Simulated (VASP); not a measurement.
Pb:

```
CELL_PARAMETERS angstrom
0.00000 3.41592 3.41592
3.41592 0.00000 3.41592
3.41592 3.41592 0.00000
ATOMIC_POSITIONS crystal
Pb 0.25000 0.25000 0.25000
Pb 0.00000 0.00000 0.00000
```

Base run:

| Quantity | Value |
| --- | --- |
| Program | VASP 6.6.1 |
| Functional | r2SCAN |
| Potentials or basis | VASP PAW PBE potentials, release 64 (Pb_d) |
| Cutoff | 520 eV |
| k mesh | 7 × 7 × 7 |
| Occupations | fermi-dirac, width 0.05 eV |
| Spin | no spin polarisation |

Its results: band gap on the k mesh zero (band 14 reaches 4.78 eV, above the bottom of band 15 at 3.59 eV); pressure 1.8 GPa.

**Question.** The run is repeated on the same cell with these changes: functional from r2SCAN to LDA; potentials or basis from VASP PAW PBE potentials, release 64 (Pb_d) to VASP PAW LDA potentials, release 64 (Pb_d). What comes out?

**Answer.** Band gap on the k mesh zero (band 14 reaches 4.65 eV, above the bottom of band 15 at 3.50 eV); pressure -0.1 GPa.

Caveats: spin-orbit coupling is left out, which moves the levels of the heavy elements; the PAW data sets were made with another functional, which shifts forces and pressure a little (some runs).
